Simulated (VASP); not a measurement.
A run of VASP 6.6.1 is set up as follows.

INCAR

```
ALGO = Normal ; EDIFF = 1E-6
ENCUT = 520 ; GGA = PE
ISIF = 2 ; ISMEAR = 0
ISPIN = 2 ; LASPH = T
LCHARG = T ; LELF = T
LORBIT = 11 ; LREAL = F
LVHAR = T ; LWAVE = F
MAGMOM = 0 0 0 1 1 1 ; NBANDS = 42
NELM = 150 ; PREC = Accurate
SIGMA = 0.1
```

KPOINTS

```
k-points
0
Gamma
  3 3 6
```

The input POSCAR:

```
InO
1.0
    7.2654643291      0.0000000000      0.0000000000
   -3.6327321646      6.2920766793      0.0000000000
    0.0000000000      0.0000000000      3.3216477517
In O
3 3
Direct
    0.5000000000      0.0000000000      0.0000000000
    0.0000000000      0.5000000000      0.0000000000
    0.5000000000      0.5000000000      0.0000000000
    0.3333333333      0.6666666667      0.0000000000
    0.6666666667      0.3333333333      0.0000000000
    0.0000000000      0.0000000000      0.0000000000
```

Potentials or basis: VASP PAW PBE potentials, release 64 (In_d, O).

The run is started by

```bash
$ cat potpaw_PBE.64/In_d/POTCAR potpaw_PBE.64/O/POTCAR > POTCAR
$ mpirun -np 1 vasp_std > vasp.out
```

Question: Predict the net moment.

Answer: 0.00 μB per cell.

Question: Predict the pressure.

Answer: 0.2 GPa.

Stress tensor (GPa, compression positive):
```
 0.36  0.00  0.00
 0.00  0.36  0.00
 0.00  0.00 -0.02
```
